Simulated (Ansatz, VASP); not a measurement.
## One calculation of PbSe, two programs

```
Pb Se
1.0
     3.78432    0.00000    0.00000
     0.00000    3.78432    0.00000
     0.00000    0.00000    3.78432
Pb Se
1 1
Direct
  0.00000 0.00000 0.00000
  0.50000 0.50000 0.50000
```

Alike in both runs: task single point; functional LDA; k mesh 6 × 6 × 6; occupations fermi-dirac, width 0.1 eV; no spin polarisation.

|  | VASP | Ansatz |
| --- | --- | --- |
| version | VASP 6.6.1 | Ansatz 0.2.0 |
| potentials or method | VASP PAW LDA potentials, release 64 (Pb_d, Se), cutoff 500 eV | plane waves, PAW |
| valence electrons in the cell | 20 | 30 |

|  | VASP | Ansatz | Ansatz less VASP |
| --- | --- | --- | --- |
| pressure (GPa) | -4.7 | -4.7 | -0.06 |

LDA's correlation is that of Perdew and Zunger in VASP and of Perdew and Wang (1992) in Ansatz. VASP's potentials hold 20 valence electrons a cell and Ansatz's 30, so a difference there can come from the potentials and not from the codes.

Spin-orbit coupling is off throughout.
